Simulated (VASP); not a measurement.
# Co (Pm-3m) in VASP: a series of runs

Co is run at these levels: PBE; tasks: single point, relaxation of cell and atoms.

Everything below comes from runs of VASP 6.6.1. Logs are shortened: lines on timing, memory, paths and dates and some standing lists are left out, and cuts for length are marked.

## 1. The cell of the first run

It takes space group Pm-3m (No. 221, cubic). The conventional cell has a = 2.237 Å, b = 2.237 Å, c = 2.237 Å, α = 90.00°, β = 90.00°, γ = 90.00°. Within 3.0 Å of Co (site symmetry m-3m) lie 6 Co at 2.24 Å.

## 2. Single point, PBE, collinear spin, ferromagnetic start

INCAR

```
PREC = Accurate
ENCUT = 520
EDIFF = 1E-6
ISMEAR = -1
SIGMA = 0.1
LREAL = F
LASPH = T
NELM = 150
ALGO = Normal
ISIF = 2
LWAVE = F
LCHARG = F
ISPIN = 2
MAGMOM = 1.7
LORBIT = 11
LMAXMIX = 4
GGA = PE
NBANDS = 14
```

KPOINTS

```
regular mesh
0
Gamma
  17 17 17
```

POSCAR

```
Co
1.0
    2.2372007077      0.0000000000      0.0000000000
    0.0000000000      2.2372007077      0.0000000000
    0.0000000000      0.0000000000      2.2372007077
Co
1
Direct
    0.0000000000      0.0000000000      0.0000000000
```

Potentials or basis: VASP PAW PBE potentials, release 64 (Co).

The run is started by

```bash
$ cat potpaw_PBE.64/Co/POTCAR > POTCAR
$ mpirun -np 1 vasp_std > vasp.out
```

OUTCAR:

```text
PREC = Accurate
   ENCUT = 520
   EDIFF = 1E-6
   ISMEAR = -1
   LREAL = F
   LASPH = T
   NELM = 150
   ISIF = 2
   ISPIN = 2
   LORBIT = 11
   GGA = PE

 ion  position               nearest neighbor table
   1  0.000  0.000  0.000-

  LATTYP: Found a simple cubic cell.
 ALAT       =     2.2372007077

  Lattice vectors:

 A1 = (   2.2372007077,   0.0000000000,   0.0000000000)
 A2 = (   0.0000000000,   2.2372007077,   0.0000000000)
 A3 = (   0.0000000000,   0.0000000000,   2.2372007077)

Analysis of symmetry for initial positions (statically):
=====================================================================
 Subroutine PRICEL returns:
 Original cell was already a primitive cell.

 Routine SETGRP: Setting up the symmetry group for a
 simple cubic supercell.

 Subroutine GETGRP returns: Found 48 space group operations
 (whereof 48 operations were pure point group operations)
 out of a pool of 48 trial point group operations.

The static configuration has the point symmetry O_h .

Analysis of symmetry for dynamics (positions and initial velocities):
=====================================================================
 Subroutine PRICEL returns:
 Original cell was already a primitive cell.

 Routine SETGRP: Setting up the symmetry group for a
 simple cubic supercell.

 Subroutine GETGRP returns: Found 48 space group operations
 (whereof 48 operations were pure point group operations)
 out of a pool of 48 trial point group operations.

The dynamic configuration has the point symmetry O_h .

Analysis of structural, dynamic, and magnetic symmetry:
=====================================================================
 Subroutine PRICEL returns:
 Original cell was already a primitive cell.

 Routine SETGRP: Setting up the symmetry group for a
 simple cubic supercell.

 Subroutine GETGRP returns: Found 48 space group operations
 (whereof 48 operations were pure point group operations)
 out of a pool of 48 trial point group operations.

The overall configuration has the point symmetry O_h .

 Subroutine INISYM returns: Found 48 space group operations
 (whereof 48 operations are pure point group operations),
 and found     1 'primitive' translations

----------------------------------------------------------------------------------------

                                     Primitive cell

  volume of cell :      11.1973

  direct lattice vectors                    reciprocal lattice vectors
     2.237200708  0.000000000  0.000000000     0.446987164  0.000000000  0.000000000
     0.000000000  2.237200708  0.000000000     0.000000000  0.446987164  0.000000000
     0.000000000  0.000000000  2.237200708     0.000000000  0.000000000  0.446987164

  length of vectors
     2.237200708  2.237200708  2.237200708     0.446987164  0.446987164  0.446987164

  position of ions in fractional coordinates (direct lattice)
     0.000000000  0.000000000  0.000000000

  ion indices of the primitive-cell ions
   primitive index   ion index
                 1           1

----------------------------------------------------------------------------------------

 KPOINTS: regular mesh

Automatic generation of k-mesh.
 Grid dimensions read from file:
 generate k-points for:   17   17   17

 Generating k-lattice:

  Cartesian coordinates                     Fractional coordinates (reciprocal lattice)
     0.026293363  0.000000000  0.000000000     0.058823529  0.000000000  0.000000000
     0.000000000  0.026293363  0.000000000     0.000000000  0.058823529  0.000000000
     0.000000000  0.000000000  0.026293363     0.000000000  0.000000000  0.058823529

  Length of vectors
     0.026293363  0.026293363  0.026293363

  Shift w.r.t. Gamma in fractional coordinates (k-lattice)
     0.000000000  0.000000000  0.000000000

 Subroutine IBZKPT returns following result:
 ===========================================

 Found    165 irreducible k-points:

 Following reciprocal coordinates:
            Coordinates               Weight
  0.000000  0.000000  0.000000      1.000000
  0.058824  0.000000  0.000000      6.000000
  0.117647  0.000000  0.000000      6.000000
  0.176471  0.000000  0.000000      6.000000
  0.235294  0.000000  0.000000      6.000000
  0.294118  0.000000  0.000000      6.000000
[... 16 lines left out ...]
  0.411765  0.117647  0.000000     24.000000
  0.470588  0.117647  0.000000     24.000000
 [... further k-points ...]
   k-points           NKPTS =    165   k-points in BZ     NKDIM =    165   number of bands    NBANDS=     14
   number of dos      NEDOS =    301   number of ions     NIONS =      1
   total plane-waves  NPLWV =   5832
   dimension x,y,z NGX =    18 NGY =   18 NGZ =   18
   dimension x,y,z NGXF=    36 NGYF=   36 NGZF=   36
   ions per type =               1
   NGX,Y,Z   is equivalent  to a cutoff of  13.38, 13.38, 13.38 a.u.
   NGXF,Y,Z  is equivalent  to a cutoff of  26.75, 26.75, 26.75 a.u.
 SYSTEM =  unknown system
   PREC   = accura    normal or accurate (medium, high low for compatibility)
   ISTART =      0    job   : 0-new  1-cont  2-samecut
   ICHARG =      2    charge: 1-file 2-atom 10-const
   ISPIN  =      2    spin polarized calculation?
   LNONCOLLINEAR =      F non collinear calculations
   LSORBIT =      F    spin-orbit coupling
   LASPH  =      T    aspherical Exc in radial PAW
   ENCUT  =  520.0 eV  38.22 Ry    6.18 a.u.   4.16  4.16  4.16*2*pi/ulx,y,z
   NELM   =    150;   NELMIN=  2; NELMDL= -5     # of ELM steps
   EDIFF  = 0.1E-05   stopping-criterion for ELM
   LREAL  =      F    real-space projection
   EDIFFG = 0.1E-04   stopping-criterion for IOM
   NSW    =      0    number of steps for IOM
   IBRION =     -1    ionic relax: 0-MD 1-quasi-New 2-CG
   NFREE  =      0    steps in history (QN), initial steepest desc. (CG)
   ISIF   =      2    stress and relaxation
   ISYM   =      2    0-nonsym 1-usesym 2-fastsym
   POTIM  = 0.5000    time-step for ionic-motion
   TEBEG  =    0.0;   TEEND  =   0.0 temperature during run
   PSTRESS=    0.0 pullay stress
   NELECT =       9.0000    total number of electrons
   NUPDOWN=      -1.0000    fix difference up-down
   EMIN   =  10.00;   EMAX   =-10.00  energy-range for DOS
   EFERMI =   0.00;   METHOD = LEGACY
   ISMEAR =    -1;   SIGMA  =   0.10  broadening in eV -4-tet -1-fermi 0-gaus
   EFERMI_NEDOS =   21; number of points for ismear=-14 and -15
   IALGO  =     38    algorithm
   IMIX   =      4    mixing-type and parameters
     AMIX     =   0.40;   BMIX     =  1.00
     AMIX_MAG =   1.60;   BMIX_MAG =  1.00
  volume/ion in A,a.u.               =      11.20        75.56
  Fermi-wavevector in a.u.,A,eV,Ry     =   1.522126  2.876402 31.522914  2.316869
  Thomas-Fermi vector in A             =   2.630748
   LORBIT       =     11    0 simple, 1 ext, 2 COOP (PROOUT), +10 PAW based schemes
   GGA     = PE    functional components
   LHFCALC =     F    Hartree Fock is set to
   AEXX    =    0.0000 exact exchange contribution
   IVDW    =     0    specifies the selected vdW correction
   LEPSILON=     F    determine dielectric tensor
   LRPA    =     F    only Hartree local field effects (RPA)
 spin polarized calculation
  energy-cutoff  :      520.00
  volume of cell :       11.20
 maximum number of plane-waves:       312
 NGX is ok and might be reduce to    18
   NGX =  9   NGY =  9   NGZ =  9

 number of electron       8.9999989 magnetization       1.5749757

 Free energy of the ion-electron system (eV)
  ---------------------------------------------------
  ext. energy  EPLUGINS =         0.00000000
  ---------------------------------------------------
  free energy    TOTEN  =        -6.19777283 eV

  energy without entropy =       -6.14804358  energy(sigma->0) =       -6.17290821

 E-fermi :  10.1180     XC(G=0): -13.1192

 val. band max:       10.1171654538   @ k =   0.2941   0.2353   0.0000
 cond. band min:      10.1217558499   @ k =   0.4118   0.1765   0.0588
 fundamental gap:      0.0045903961
 Fermi energy:        10.1179717982

 spin component 1

 k-point     1 :       0.0000    0.0000    0.0000
  band No.  band energies     occupation
      1       1.1673      1.00000
      2       5.4031      1.00000
      3       5.4031      1.00000
      4       9.3648      0.99946
      5       9.3648      0.99946
      6       9.3649      0.99946
      7      30.7290      0.00000
      8      30.7290      0.00000
      9      30.7290      0.00000
     10      34.9916      0.00000
     11      34.9916      0.00000
     12      39.8093      0.00000
     13      47.1393      0.00000
     14      52.9790      0.00000
[... 375 lines left out ...]
 k-point    24 :       0.4706    0.1176    0.0000
  band No.  band energies     occupation
      1       5.6569      1.00000
      2       6.2396      1.00000
      3       6.7935      1.00000
      4       8.0385      1.00000
      5       9.3163      0.99967
      6       9.8605      0.92924
      7      14.8178      0.00000
      8      32.3540      0.00000
      9      35.5282      0.00000
     10      37.0471      0.00000
     11      39.3472      0.00000
     12      41.6383      0.00000
     13      44.1911      0.00000
     14      45.4815      0.00000

 [... further k-points ...]

 spin component 2

 k-point     1 :       0.0000    0.0000    0.0000
  band No.  band energies     occupation
      1       1.3205      1.00000
      2       6.4640      1.00000
      3       6.4640      1.00000
      4      11.3983      0.00000
      5      11.3983      0.00000
      6      11.3983      0.00000
      7      31.0941      0.00000
      8      31.0941      0.00000
      9      31.0941      0.00000
     10      35.2663      0.00000
     11      35.2663      0.00000
     12      39.8735      0.00000
     13      50.4190      0.00000
     14      53.2701      0.00000
[... 375 lines left out ...]
 k-point    24 :       0.4706    0.1176    0.0000
  band No.  band energies     occupation
      1       6.3882      1.00000
      2       7.3372      1.00000
      3       7.7972      1.00000
      4       9.9203      0.87833
      5      10.8226      0.00087
      6      11.3430      0.00000
      7      15.7357      0.00000
      8      32.5083      0.00000
      9      36.0200      0.00000
     10      37.0649      0.00000
     11      39.8775      0.00000
     12      42.0161      0.00000
     13      44.6296      0.00000
     14      45.6950      0.00000

 [... further k-points ...]
[... 5 lines left out ...]
  --------------------------------------------------------------------------------------
  -------------------------------------------------------------------------------------
  Total        1.5792962      1.5792962      1.5792962     -0.0000000     -0.0000000      0.0000000
  in kB      225.9744443    225.9744443    225.9744443     -0.0000000     -0.0000000      0.0000000
  external PRESSURE =     225.9744443 kB  Pullay stress =       0.0000000 kB

 VOLUME and BASIS-vectors are now :
 -----------------------------------------------------------------------------
  energy-cutoff  :      520.00
  volume of cell :       11.20
      direct lattice vectors                 reciprocal lattice vectors
     2.237200708  0.000000000  0.000000000     0.446987164  0.000000000  0.000000000
     0.000000000  2.237200708  0.000000000     0.000000000  0.446987164  0.000000000
     0.000000000  0.000000000  2.237200708     0.000000000  0.000000000  0.446987164

 POSITION                                       TOTAL-FORCE (eV/Angst)
 -----------------------------------------------------------------------------------
      0.00000      0.00000      0.00000         0.000000      0.000000      0.000000
 -----------------------------------------------------------------------------------
    total drift:                                0.000000      0.000000      0.000000

  FREE ENERGIE OF THE ION-ELECTRON SYSTEM (eV)
  ---------------------------------------------------
  free  energy   TOTEN  =        -6.1977728310 eV

  energy  without entropy=       -6.1480435794  energy(sigma->0) =       -6.17290821

 total charge

# of ion       s       p       d       tot
------------------------------------------
    1        0.541   0.493   7.373   8.406

 magnetization (x)

# of ion       s       p       d       tot
------------------------------------------
    1        0.008  -0.002   1.567   1.572
```

It took 28 s on 1 thread of Intel Xeon Platinum 8488C (Sapphire Rapids), shared host; peak memory 0.15 GiB.

Results:

| Item | Value |
| --- | --- |
| Free energy | -6.1978 eV |
| Pressure | 22.6 GPa |
| Net moment | 1.57 μB per cell |
| Site moments | Co +1.57 μB |
| Valence electrons inside the program's atomic spheres | Co 8.41 |

## 3. Relaxation of cell and atoms, PBE, collinear spin, ferromagnetic start, target pressure 24 GPa, at which the enthalpy is minimised

This run uses another cell than the first one, of 10.57 Å³/atom, 0.944 times its volume.

INCAR

```
PREC = Accurate
ENCUT = 600
EDIFF = 1E-6
ISMEAR = -1
SIGMA = 0.1
LREAL = F
LASPH = T
NELM = 150
ALGO = Normal
ISIF = 3
LWAVE = F
LCHARG = F
ISPIN = 2
MAGMOM = 1.7
LORBIT = 11
LMAXMIX = 4
GGA = PE
IBRION = 2
NSW = 60
EDIFFG = -0.005
PSTRESS = 240.0
```

KPOINTS is that of step 2.

POSCAR

```
Co
1.0
    2.1948948894      0.0000000000      0.0000000000
    0.0000000000      2.1948948894      0.0000000000
    0.0000000000      0.0000000000      2.1948948894
Co
1
Direct
    0.0000000000      0.0000000000      0.0000000000
```

Potentials or basis: VASP PAW PBE potentials, release 64 (Co).

The run is started by

```bash
$ cat potpaw_PBE.64/Co/POTCAR > POTCAR
$ mpirun -np 1 vasp_std > vasp.out
```

Run time: 50 s. Hardware: 1 thread of Intel Xeon Platinum 8488C (Sapphire Rapids), shared host; peak memory 0.15 GiB.

Results (log left out):

| Item | Value |
| --- | --- |
| Free energy | -6.1869 eV |
| Relaxed volume | 11.13 Å³/atom |
| Relaxed cell | a = 2.232 Å, b = 2.232 Å, c = 2.232 Å, α = 90.00°, β = 90.00°, γ = 90.00° |
| Space group after relaxing (to 0.05 Å) | Pm-3m (No. 221) |
| Energy change on relaxing (the enthalpy is what falls) | -104.8 meV/atom |
| Ionic steps | 4 |
| Pressure after relaxing | 24.0 GPa |
| Net moment | 1.56 μB per cell |
| Site moments | Co +1.56 μB |
| Valence electrons inside the program's atomic spheres | Co 8.42 |

The path:
| step | energy change (eV) | largest force (eV/Å) | pressure (GPa) | volume (Å³) |
| --- | --- | --- | --- | --- |
| 1 | 0.0000 | 0.0000 | 37.64 | 10.57 |
| 2 | -0.1926 | 0.0000 | 8.80 | 12.01 |
| 3 | -0.1065 | 0.0000 | 23.75 | 11.14 |
| 4 | -0.1048 | 0.0000 | 23.98 | 11.13 |

Final structure:
```
CELL_PARAMETERS angstrom
2.23244 0.00000 0.00000
0.00000 2.23244 0.00000
0.00000 0.00000 2.23244
ATOMIC_POSITIONS crystal
Co 0.00000 0.00000 0.00000
```

Levels at points of the mesh, in eV from the Fermi level:
Spin up:
| k point | band 2 | band 3 | band 4 | band 5 | band 6 | band 7 | band 8 | band 9 |
| --- | --- | --- | --- | --- | --- | --- | --- | --- |
| (0.00, 0.00, 0.00) | -4.74 | -4.74 | -0.73 | -0.73 | -0.73 | 20.70 | 20.70 | 20.70 |
Spin down:
```
           k point  band 2  band 3  band 4  band 5  band 6  band 7
(0.00, 0.00, 0.00)   -3.69   -3.69    1.29    1.29    1.29   21.06
```

Caveat: the cell is relaxed towards a set pressure, so the enthalpy falls and the energy may rise.

## 4. Relaxation of cell and atoms, PBE, collinear spin, ferromagnetic start, target pressure 24 GPa, at which the enthalpy is minimised

INCAR

```
SYSTEM = Co
PREC = Accurate
ENCUT = 600
EDIFF = 1E-6
ISMEAR = -1
SIGMA = 0.1
LREAL = .False.
LASPH = .True.
NELM = 150
ALGO = Normal
ISIF = 3
LWAVE = .False.
LCHARG = .False.
ISPIN = 2
MAGMOM = 1.7
LORBIT = 11
LMAXMIX = 4
GGA = PE
IBRION = 2
NSW = 32
EDIFFG = -0.005
PSTRESS = 240.0
```

KPOINTS

```
regular mesh
0
Gamma
  17 17 17
  0 0 0
```

POSCAR

```
Co
1.0
    2.2372007077      0.0000000000      0.0000000000
    0.0000000000      2.2372007077      0.0000000000
    0.0000000000      0.0000000000      2.2372007077
Co
1
Direct
    0.0000000000      0.0000000000      0.0000000000
```

The run is started by

```bash
$ cat potpaw_PBE.64/Co/POTCAR > POTCAR
$ mpirun -np 1 vasp_std > vasp.out
```

It took 37 s on 1 thread of Intel Xeon Platinum 8488C (Sapphire Rapids), shared host; peak memory 0.15 GiB.

Results (log left out):

```
Free energy                                            : -6.1867 eV
Relaxed volume                                         : 11.12 Å³/atom
Relaxed cell                                           : a = 2.232 Å, b = 2.232 Å, c = 2.232 Å, α = 90.00°, β = 90.00°, γ = 90.00°
Space group after relaxing (to 0.05 Å)                 : Pm-3m (No. 221)
Energy change on relaxing (the enthalpy is what falls) : +10.8 meV/atom
Ionic steps                                            : 3
Pressure after relaxing                                : 24.0 GPa
Net moment                                             : 1.56 μB per cell
Site moments                                           : Co +1.56 μB
Valence electrons inside the program's atomic spheres  : Co 8.42
```

The path:
| step | energy change (eV) | largest force (eV/Å) | pressure (GPa) | volume (Å³) |
| --- | --- | --- | --- | --- |
| 1 | 0.0000 | 0.0000 | 22.51 | 11.20 |
| 2 | 0.0254 | 0.0000 | 26.01 | 11.03 |
| 3 | 0.0108 | 0.0000 | 24.01 | 11.12 |

Final structure:
```
CELL_PARAMETERS angstrom
2.23220 0.00000 0.00000
0.00000 2.23220 0.00000
0.00000 0.00000 2.23220
ATOMIC_POSITIONS crystal
Co 0.00000 0.00000 0.00000
```

Levels at points of the mesh, in eV from the Fermi level:
Spin up:
```tsv
k point	band 3	band 4	band 5	band 6	band 7	band 8
(0.00, 0.00, 0.00)	-4.74	-0.73	-0.73	-0.73	20.70	20.70
```
Spin down:
```csv
k point,band 1,band 2,band 3,band 4,band 5,band 6,band 7,band 8
"(0.00, 0.00, 0.00)",-8.84,-3.69,-3.69,1.29,1.29,1.29,21.07,21.07
```

Caveat: the cell is relaxed towards a set pressure, so the enthalpy falls and the energy may rise.

## 5. Overview

| task | cell | cutoff (eV) | gap on the mesh (eV) | pressure (GPa) | moment (μB) |
| --- | --- | --- | --- | --- | --- |
| single point | a = 2.237 Å, 1 atom | 520 | none | 22.6 | 1.57 |
| relaxation of cell and atoms | relaxed to 24 GPa from a = 2.195 Å, 1 atom | 600 | none | 24.0 | 1.56 |
| relaxation of cell and atoms | relaxed to 24 GPa from a = 2.237 Å, 1 atom | 600 | none | 24.0 | 1.56 |

Alike in all rows: level PBE; potentials or basis VASP PAW PBE potentials, release 64 (Co); spin collinear, ferromagnetic start; k mesh 17 × 17 × 17; smearing fermi-dirac 0.1 eV.

Caveats: the cell is relaxed towards a set pressure, so the enthalpy falls and the energy may rise (some runs).

Total energies depend on the potentials used, so only differences within one code and one set of settings carry meaning.
